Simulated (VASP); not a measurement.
# Ir (Im-3m) in VASP: further runs

Runs on Ir. Level: LDA. Tasks: relaxation of cell and atoms.

Everything below comes from runs of VASP 6.6.1. Logs are shortened: lines on timing, memory, paths and dates and some standing lists are left out, and cuts for length are marked.

### 1 The cell of the first run

The structure is cubic, space group Im-3m (No. 229). Conventional cell: a = 2.903 Å, b = 2.903 Å, c = 2.903 Å, α = 90.00°, β = 90.00°, γ = 90.00°. Ir (site symmetry m-3m) has 14 Ir at 2.51 to 2.90 Å within 3.3 Å.

This isn't the form of Ir at room conditions, which is fcc.

### 2 Relaxation of cell and atoms, LDA, target pressure 68 GPa, at which the enthalpy is minimised

Contents of INCAR:

```
PREC = Accurate
ENCUT = 600
EDIFF = 1E-6
ISMEAR = -1
SIGMA = 0.08
LREAL = F
LASPH = T
NELM = 60
ALGO = Normal
ISIF = 3
LWAVE = F
LCHARG = F
GGA = CA
IBRION = 2
NSW = 60
EDIFFG = -0.005
PSTRESS = 680.0
```

Contents of KPOINTS:

```
Automatic mesh
0
Gamma
  19 19 19
```

Contents of POSCAR:

```
Ir
1.0
   -1.4516517028      1.4516517028      1.4516517028
    1.4516517028     -1.4516517028      1.4516517028
    1.4516517028      1.4516517028     -1.4516517028
Ir
1
Direct
    0.0000000000      0.0000000000      0.0000000000
```

Potentials or basis: VASP PAW LDA potentials, release 64 (Ir).

Started as:

```console
$ cat potpaw_LDA.64/Ir/POTCAR > POTCAR
$ mpirun -np 1 vasp_std > vasp.out
```

OUTCAR:

```text
PREC = Accurate
   ENCUT = 600
   EDIFF = 1E-6
   ISMEAR = -1
   LREAL = F
   LASPH = T
   NELM = 60
   ISIF = 3
   GGA = CA
   IBRION = 2
   NSW = 60
   EDIFFG = -0.005
   PSTRESS = 680.0

 ion  position               nearest neighbor table
   1  0.000  0.000  0.000-

  LATTYP: Found a body centered cubic cell.
 ALAT       =     2.9033034056

  Lattice vectors:

 A1 = (  -1.4516517028,   1.4516517028,   1.4516517028)
 A2 = (   1.4516517028,  -1.4516517028,   1.4516517028)
 A3 = (   1.4516517028,   1.4516517028,  -1.4516517028)

Analysis of symmetry for initial positions (statically):
=====================================================================
 Subroutine PRICEL returns:
 Original cell was already a primitive cell.

 Routine SETGRP: Setting up the symmetry group for a
 body centered cubic supercell.

 Subroutine GETGRP returns: Found 48 space group operations
 (whereof 48 operations were pure point group operations)
 out of a pool of 48 trial point group operations.

The static configuration has the point symmetry O_h .

Analysis of symmetry for dynamics (positions and initial velocities):
=====================================================================
 Subroutine PRICEL returns:
 Original cell was already a primitive cell.

 Routine SETGRP: Setting up the symmetry group for a
 body centered cubic supercell.

 Subroutine GETGRP returns: Found 48 space group operations
 (whereof 48 operations were pure point group operations)
 out of a pool of 48 trial point group operations.

The dynamic configuration has the point symmetry O_h .

 Subroutine INISYM returns: Found 48 space group operations
 (whereof 48 operations are pure point group operations),
 and found     1 'primitive' translations

----------------------------------------------------------------------------------------

                                     Primitive cell

  volume of cell :      12.2362

  direct lattice vectors                    reciprocal lattice vectors
    -1.451651703  1.451651703  1.451651703     0.000000000  0.344435238  0.344435238
     1.451651703 -1.451651703  1.451651703     0.344435238  0.000000000  0.344435238
     1.451651703  1.451651703 -1.451651703     0.344435238  0.344435238  0.000000000

  length of vectors
     2.514334504  2.514334504  2.514334504     0.487104985  0.487104985  0.487104985

  position of ions in fractional coordinates (direct lattice)
     0.000000000  0.000000000  0.000000000

  ion indices of the primitive-cell ions
   primitive index   ion index
                 1           1

----------------------------------------------------------------------------------------

 KPOINTS: Automatic mesh

Automatic generation of k-mesh.
 Grid dimensions read from file:
 generate k-points for:   19   19   19

 Generating k-lattice:

  Cartesian coordinates                     Fractional coordinates (reciprocal lattice)
     0.000000000  0.018128170  0.018128170     0.052631579  0.000000000  0.000000000
     0.018128170  0.000000000  0.018128170     0.000000000  0.052631579  0.000000000
     0.018128170  0.018128170  0.000000000     0.000000000  0.000000000  0.052631579

  Length of vectors
     0.025637104  0.025637104  0.025637104

  Shift w.r.t. Gamma in fractional coordinates (k-lattice)
     0.000000000  0.000000000  0.000000000

 Subroutine IBZKPT returns following result:
 ===========================================

 Found    220 irreducible k-points:

 Following reciprocal coordinates:
            Coordinates               Weight
  0.000000  0.000000  0.000000      1.000000
  0.052632  0.000000  0.000000     12.000000
  0.105263  0.000000  0.000000     12.000000
  0.157895  0.000000  0.000000     12.000000
  0.210526  0.000000  0.000000     12.000000
  0.263158  0.000000  0.000000     12.000000
[... 16 lines left out ...]
  0.263158  0.105263 -0.000000     48.000000
  0.315789  0.105263  0.000000     48.000000
 [... further k-points ...]
   k-points           NKPTS =    220   k-points in BZ     NKDIM =    220   number of bands    NBANDS=      8
   number of dos      NEDOS =    301   number of ions     NIONS =      1
   total plane-waves  NPLWV =   8000
   dimension x,y,z NGX =    20 NGY =   20 NGZ =   20
   dimension x,y,z NGXF=    40 NGYF=   40 NGZF=   40
   ions per type =               1
   NGX,Y,Z   is equivalent  to a cutoff of  13.22, 13.22, 13.22 a.u.
   NGXF,Y,Z  is equivalent  to a cutoff of  26.45, 26.45, 26.45 a.u.
 SYSTEM =  unknown system
   PREC   = accura    normal or accurate (medium, high low for compatibility)
   ISTART =      0    job   : 0-new  1-cont  2-samecut
   ICHARG =      2    charge: 1-file 2-atom 10-const
   ISPIN  =      1    spin polarized calculation?
   LNONCOLLINEAR =      F non collinear calculations
   LSORBIT =      F    spin-orbit coupling
   LASPH  =      T    aspherical Exc in radial PAW
   ENCUT  =  600.0 eV  44.10 Ry    6.64 a.u.   5.02  5.02  5.02*2*pi/ulx,y,z
   NELM   =     60;   NELMIN=  2; NELMDL= -5     # of ELM steps
   EDIFF  = 0.1E-05   stopping-criterion for ELM
   LREAL  =      F    real-space projection
   EDIFFG = -.5E-02   stopping-criterion for IOM
   NSW    =     60    number of steps for IOM
   IBRION =      2    ionic relax: 0-MD 1-quasi-New 2-CG
   NFREE  =      1    steps in history (QN), initial steepest desc. (CG)
   ISIF   =      3    stress and relaxation
   ISYM   =      2    0-nonsym 1-usesym 2-fastsym
   POTIM  = 0.5000    time-step for ionic-motion
   TEBEG  =    0.0;   TEEND  =   0.0 temperature during run
   PSTRESS=  680.0 pullay stress
   NELECT =       9.0000    total number of electrons
   NUPDOWN=      -1.0000    fix difference up-down
   EMIN   =  10.00;   EMAX   =-10.00  energy-range for DOS
   EFERMI =   0.00;   METHOD = LEGACY
   ISMEAR =    -1;   SIGMA  =   0.08  broadening in eV -4-tet -1-fermi 0-gaus
   EFERMI_NEDOS =   21; number of points for ismear=-14 and -15
   IALGO  =     38    algorithm
   IMIX   =      4    mixing-type and parameters
     AMIX     =   0.40;   BMIX     =  1.00
     AMIX_MAG =   1.60;   BMIX_MAG =  1.00
  volume/ion in A,a.u.               =      12.24        82.57
  Fermi-wavevector in a.u.,A,eV,Ry     =   1.477769  2.792579 29.712423  2.183801
  Thomas-Fermi vector in A             =   2.592132
   LORBIT       =      0    0 simple, 1 ext, 2 COOP (PROOUT), +10 PAW based schemes
   GGA     = CA    functional components
   LHFCALC =     F    Hartree Fock is set to
   AEXX    =    0.0000 exact exchange contribution
   IVDW    =     0    specifies the selected vdW correction
   LEPSILON=     F    determine dielectric tensor
   LRPA    =     F    only Hartree local field effects (RPA)
 conjugate gradient relaxation of ions
 non-spin polarized calculation
  energy-cutoff  :      600.00
  volume of cell :       12.24
 maximum number of plane-waves:       420
   NGX =  9   NGY =  9   NGZ =  9

--------------------------------------- Ionic step        1  -------------------------------------------

 number of electron       9.0000000 magnetization

 Free energy of the ion-electron system (eV)
  ---------------------------------------------------
  ext. energy  EPLUGINS =         0.00000000
  ---------------------------------------------------
  free energy    TOTEN  =        -9.15527226 eV

  energy without entropy =       -9.11584509  energy(sigma->0) =       -9.13555868

------------------------ aborting loop because EDIFF is reached ----------------------------------------

  FORCE on cell =-STRESS in cart. coord.  units (eV):
  Direction    XX          YY          ZZ          XY          YZ          ZX
  --------------------------------------------------------------------------------------
  -------------------------------------------------------------------------------------
  Total        6.7717008      6.7717008      6.7717008      0.0000000     -0.0000000     -0.0000000
  in kB      886.6680721    886.6680721    886.6680721      0.0000000     -0.0000000     -0.0000000
  external PRESSURE =     206.6680721 kB  Pullay stress =     680.0000000 kB
[... 22 lines left out ...]
  enthalpy is  TOTEN    =        -3.9619460212 eV   P V=        5.1933262377

--------------------------------------- Ionic step        2  -------------------------------------------

 number of electron       9.0000002 magnetization

 E-fermi :   8.8082     XC(G=0): -13.6969

 val. band max:        8.8081112438   @ k =   0.3684   0.1053   0.1053
 cond. band min:       8.8088163457   @ k =  -0.1579   0.2632   0.0526
 fundamental gap:      0.0007051020
 Fermi energy:         8.8082107868

 k-point     1 :       0.0000    0.0000    0.0000
  band No.  band energies     occupation
      1      -1.2793      2.00000
      2       5.4559      2.00000
      3       5.4559      2.00000
      4       5.4559      2.00000
      5       8.3343      1.99466
      6       8.3343      1.99466
      7      25.7411      0.00000
      8      25.7411      0.00000
[... 318 lines left out ...]
  FREE ENERGIE OF THE ION-ELECTRON SYSTEM (eV)
  ---------------------------------------------------
  free  energy   TOTEN  =        -9.3476357269 eV

  energy  without entropy=       -9.3063536859  energy(sigma->0) =       -9.32699471

  enthalpy is  TOTEN    =        -3.9843917483 eV   P V=        5.3632439786

[... ionic steps 4 to 11 ...]

--------------------------------------- Ionic step       12  -------------------------------------------

 number of electron       8.9999999 magnetization

------------------------ aborting loop because EDIFF is reached ----------------------------------------

  FORCE on cell =-STRESS in cart. coord.  units (eV):
  Direction    XX          YY          ZZ          XY          YZ          ZX
  --------------------------------------------------------------------------------------
  -------------------------------------------------------------------------------------
  Total        5.3578615      5.3578615      5.3578615      0.0000000     -0.0000000     -0.0000000
  in kB      681.5979283    681.5979283    681.5979283      0.0000000     -0.0000000     -0.0000000
  external PRESSURE =       1.5979283 kB  Pullay stress =     680.0000000 kB
[... 59 lines left out ...]
  enthalpy is  TOTEN    =        -3.9846468463 eV   P V=        5.3456598735

--------------------------------------- Ionic step       14  -------------------------------------------

 number of electron       8.9999999 magnetization

 Free energy of the ion-electron system (eV)
  ---------------------------------------------------
  ext. energy  EPLUGINS =         0.00000000
  ---------------------------------------------------
  free energy    TOTEN  =        -9.33102594 eV

  energy without entropy =       -9.28992759  energy(sigma->0) =       -9.31047677

 E-fermi :  12.1715     XC(G=0): -14.8036

 val. band max:       12.1601674293   @ k =  -0.1579   0.2632   0.0526
 cond. band min:      12.1721439258   @ k =   0.3158   0.1053   0.0000
 fundamental gap:      0.0119764966
 Fermi energy:        12.1714528288

 k-point     1 :       0.0000    0.0000    0.0000
  band No.  band energies     occupation
      1       0.0816      2.00000
      2       7.7014      2.00000
      3       7.7014      2.00000
      4       7.7014      2.00000
      5      11.4402      1.99979
      6      11.4402      1.99979
      7      29.0775      0.00000
      8      29.0775      0.00000
[... 281 lines left out ...]
  FREE ENERGIE OF THE ION-ELECTRON SYSTEM (eV)
  ---------------------------------------------------
  free  energy   TOTEN  =        -9.3310259373 eV

  energy  without entropy=       -9.2899275947  energy(sigma->0) =       -9.31047677

  enthalpy is  TOTEN    =        -3.9846475777 eV   P V=        5.3463783596

 reached required accuracy - stopping structural energy minimisation
```

Run time: 49 s. Hardware: 1 thread of Intel Xeon Platinum 8488C (Sapphire Rapids), shared host; peak memory 0.15 GiB.

Results:

| Quantity | Value |
| --- | --- |
| Free energy | -9.3310 eV |
| Relaxed volume | 12.60 Å³/atom |
| Relaxed cell | a = 2.539 Å, b = 2.539 Å, c = 2.539 Å, α = 109.47°, β = 109.47°, γ = 109.47° |
| Space group after relaxing (to 0.1 Å) | Im-3m (No. 229) |
| Energy change on relaxing (the run minimises the enthalpy) | -175.8 meV/atom |
| Ionic steps | 14 |
| Pressure after relaxing | 68.1 GPa |
| Band gap on the k mesh | zero (an odd number of electrons rules out a gap without spin polarisation) |

The path:
```csv
step,energy change (eV),largest force (eV/Å),pressure (GPa),volume (Å³)
1,0.0000,0.0000,88.67,12.24
2,-0.4671,0.0000,-17.43,15.25
3,-0.1924,0.0000,65.92,12.64
4,-0.1765,0.0000,67.90,12.60
5,-0.1734,0.0000,68.31,12.59
6,-0.1736,0.0000,68.30,12.59
7,-0.1743,0.0000,68.24,12.59
8,-0.1743,0.0000,68.20,12.59
9,-0.1744,0.0000,68.19,12.59
10,-0.1744,0.0000,68.19,12.59
11,-0.1745,0.0000,68.18,12.59
12,-0.1747,0.0000,68.16,12.59
13,-0.1750,0.0000,68.13,12.60
14,-0.1758,0.0000,68.06,12.60
```

Final structure:
```yaml
crystal:
  lattice:
    - [-1.46577, 1.46577, 1.46577]
    - [1.46577, -1.46577, 1.46577]
    - [1.46577, 1.46577, -1.46577]
  atoms:
    - { symbol: Ir, position: [0.00000, 0.00000, 0.00000] }
```

Caveat: the cell is relaxed towards a set pressure, so the run minimises the enthalpy, not the energy; spin-orbit coupling is left out, which moves the levels of the heavy elements.

### 3 Relaxation of cell and atoms, LDA, target pressure 68 GPa, at which the enthalpy is minimised

This run uses another cell than the first one, of 12.51 Å³/atom.

Contents of INCAR:

```
PREC     = Accurate       # precision mode
ENCUT    = 600            # plane-wave cutoff, eV
EDIFF    = 1E-6           # SCF threshold, eV
ISMEAR   = -1             # smearing method
SIGMA    = 0.08           # smearing width, eV
LREAL    = False          # projectors in reciprocal space
LASPH    = True           # aspherical terms in the spheres
NELM     = 60             # most SCF steps
ALGO     = Normal         # electronic algorithm
ISIF     = 3              # what is computed and relaxed
LWAVE    = False          # write WAVECAR
LCHARG   = False          # write CHGCAR
GGA      = CA             # functional
IBRION   = 2              # ionic algorithm
NSW      = 32             # ionic steps
EDIFFG   = -0.005         # ionic threshold
PSTRESS  = 680.0
```

Contents of KPOINTS:

```
regular mesh
0
Gamma
  19 19 19
```

Contents of POSCAR:

```
Ir
1.0
   -1.4625747947      1.4625747947      1.4625747947
    1.4625747947     -1.4625747947      1.4625747947
    1.4625747947      1.4625747947     -1.4625747947
Ir
1
Direct
    0.0000000000      0.0000000000      0.0000000000
```

Potentials or basis: VASP PAW LDA potentials, release 64 (Ir).

Started as:

```console
$ cat potpaw_LDA.64/Ir/POTCAR > POTCAR
$ mpirun -np 1 vasp_std > vasp.out
```

It took 26 s on 1 thread of Intel Xeon Platinum 8488C (Sapphire Rapids), shared host; peak memory 0.14 GiB.

Results (log left out):

- Free energy: -9.3312 eV
- Relaxed volume: 12.60 Å³/atom
- Relaxed cell: a = 2.539 Å, b = 2.539 Å, c = 2.539 Å, α = 109.47°, β = 109.47°, γ = 109.47°
- Space group after relaxing (to 0.1 Å): Im-3m (No. 229)
- Energy change on relaxing (the run minimises the enthalpy): -36.3 meV/atom
- Ionic steps: 4
- Pressure after relaxing: 68.0 GPa
- Band gap on the k mesh: zero (an odd number of electrons rules out a gap without spin polarisation)

The path:
| step | energy change (eV) | largest force (eV/Å) | pressure (GPa) | volume (Å³) |
| --- | --- | --- | --- | --- |
| 1 | 0.0000 | 0.0000 | 72.55 | 12.51 |
| 2 | -0.2287 | 0.0000 | 40.99 | 13.17 |
| 3 | -0.0374 | 0.0000 | 67.85 | 12.60 |
| 4 | -0.0363 | 0.0000 | 68.00 | 12.60 |

Final structure:
```
Ir
1.0
    -1.46579    1.46579    1.46579
     1.46579   -1.46579    1.46579
     1.46579    1.46579   -1.46579
Ir
1
Direct
  0.00000 0.00000 0.00000
```

Levels at points of the mesh, in eV from the Fermi level:
```tsv
k point	band 1	band 2	band 3	band 4	band 5	band 6	band 7	band 8
(0.00, 0.00, 0.00)	-12.09	-4.47	-4.47	-4.47	-0.73	-0.73	16.91	16.91
```

Caveat: the cell is relaxed towards a set pressure, so the run minimises the enthalpy, not the energy; spin-orbit coupling is left out, which moves the levels of the heavy elements.
